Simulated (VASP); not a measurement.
Crystal: TaSi2.

```xyz
9
Lattice="4.7839 0.0000 0.0000 -2.3920 4.1430 0.0000 0.0000 0.0000 6.5700" Properties=species:S:1:pos:R:3 pbc="T T T"
Ta   -1.1960    2.0715    2.1900
Ta    1.1960    2.0715    4.3800
Ta    2.3920    0.0000    0.0000
Si    1.1407    0.6586    2.1900
Si   -1.2512    3.4844    4.3800
Si    2.3920    2.8258    0.0000
Si    1.2512    3.4844    2.1900
Si    3.6432    0.6586    4.3800
Si    0.0000    1.3172    0.0000
```

- Program: VASP 6.6.1
- Task: relaxation of cell and atoms
- Functional: BLYP
- Dispersion: D4
- Potentials or basis: VASP PAW PBE potentials, release 64 (Ta_pv, Si)
- Cutoff: 600 eV
- k mesh: 5 × 5 × 3
- Occupations: fermi-dirac, width 0.05 eV
- Spin: no spin polarisation

At the start: pressure 2.6 GPa; volume 14.47 Å³/atom.

Task: How do energy, volume and symmetry change on relaxing?

Result: Over 8 steps the energy falls by 2.7 meV/atom and the volume is 14.70 Å³/atom (+1.6 %); space group P6_422 (No. 181, to 0.1 Å) before and after.

Step by step:
| step | energy change (eV) | largest force (eV/Å) | pressure (GPa) | volume (Å³) |
| --- | --- | --- | --- | --- |
| 1 | 0.0000 | 0.0074 | 2.65 | 130.21 |
| 2 | 0.0005 | 0.0166 | -3.11 | 134.77 |
| 3 | -0.0214 | 0.0071 | -0.32 | 132.45 |
| 4 | -0.0236 | 0.0271 | 0.09 | 132.29 |
| 5 | -0.0238 | 0.0224 | -0.02 | 132.33 |
| 6 | -0.0238 | 0.0227 | 0.00 | 132.33 |
| 7 | -0.0239 | 0.0107 | 0.01 | 132.31 |
| 8 | -0.0239 | 0.0006 | 0.02 | 132.30 |

Final structure:
```
CELL_PARAMETERS angstrom
4.82637 0.00000 0.00000
-2.41318 4.17976 0.00000
0.00000 0.00000 6.55835
ATOMIC_POSITIONS crystal
Ta 0.00000 0.50000 0.33333
Ta 0.50000 0.50000 0.66667
Ta 0.50000 0.00000 0.00000
Si 0.31751 0.15875 0.33333
Si 0.15875 0.84125 0.66667
Si 0.84125 0.68249 0.00000
Si 0.68249 0.84125 0.33333
Si 0.84125 0.15875 0.66667
Si 0.15875 0.31751 0.00000
```

Caveat: the PAW data sets were made with another functional, which shifts forces and pressure a little.
